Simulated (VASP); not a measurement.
## Ag: single point with PBE

Crystal: Ag.

```
CELL_PARAMETERS angstrom
0.00000 2.07342 2.07342
2.07342 0.00000 2.07342
2.07342 2.07342 0.00000
ATOMIC_POSITIONS crystal
Ag 0.00000 0.00000 0.00000
```

| Item | Value |
| --- | --- |
| Program | VASP 6.6.1 |
| Task | single point |
| Functional | PBE |
| Potentials or basis | VASP PAW PBE potentials, release 64 (Ag) |
| Cutoff | 520 eV |
| k mesh | 14 × 14 × 14 |
| Occupations | gaussian, width 0.05 eV |
| Spin | no spin polarisation |

```yaml
Pressure: 0.0 GPa
```

Levels at points of the mesh, in eV from the Fermi level:
```tsv
k point	band 2	band 3	band 4	band 5	band 6	band 7	band 8	band 9	band 10	band 11
(0.00, 0.00, 0.00)	-4.61	-4.61	-4.61	-3.66	-3.66	15.96	19.27	19.27	19.27	23.98
(0.50, 0.00, 0.00)	-4.63	-4.63	-2.92	-2.92	-0.24	3.40	15.19	17.45	17.45	22.26
(0.50, 0.50, 0.00)	-6.00	-2.95	-2.73	-2.73	1.69	6.44	10.48	10.48	16.70	16.72
```

Wall time 8.3 s on 1 thread of Intel(R) Xeon(R) 6975P-C (Granite Rapids) (shared host), peak memory 0.15 GiB.
